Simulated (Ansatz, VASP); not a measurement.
## One calculation of Ti, two programs

```xyz
6
Lattice="2.8643 0.0000 0.0000 0.0000 4.5378 0.0000 0.0000 0.0000 21.7879" Properties=species:S:1:pos:R:3 pbc="T T T"
Ti    2.1482    3.4033    8.0000
Ti    0.7161    1.1344    8.8268
Ti    0.7161    3.4033   10.4805
Ti    2.1482    1.1344   11.3074
Ti    2.1482    3.4033   12.9611
Ti    0.7161    1.1344   13.7879
```

Alike in both runs: task single point; functional LDA; k mesh 14 × 9 × 1; occupations fermi-dirac, width 0.1 eV; no spin polarisation.

```csv
,VASP,Ansatz
version,VASP 6.6.1,Ansatz 0.2.0
potentials or method,"VASP PAW LDA potentials, release 64 (Ti_sv), cutoff 520 eV","all-electron LAPW, scalar-relativistic"
```

```tsv
	VASP	Ansatz	Ansatz less VASP
rms of the force components (eV/Å)	0.170	0.167	-0.0032
```

LDA's correlation is that of Perdew and Zunger in VASP and of Perdew and Wang (1992) in Ansatz. Atom by atom the forces differ by 0.003 eV/Å (rms over components). Ansatz ran all-electron here, and VASP with PAW potentials.
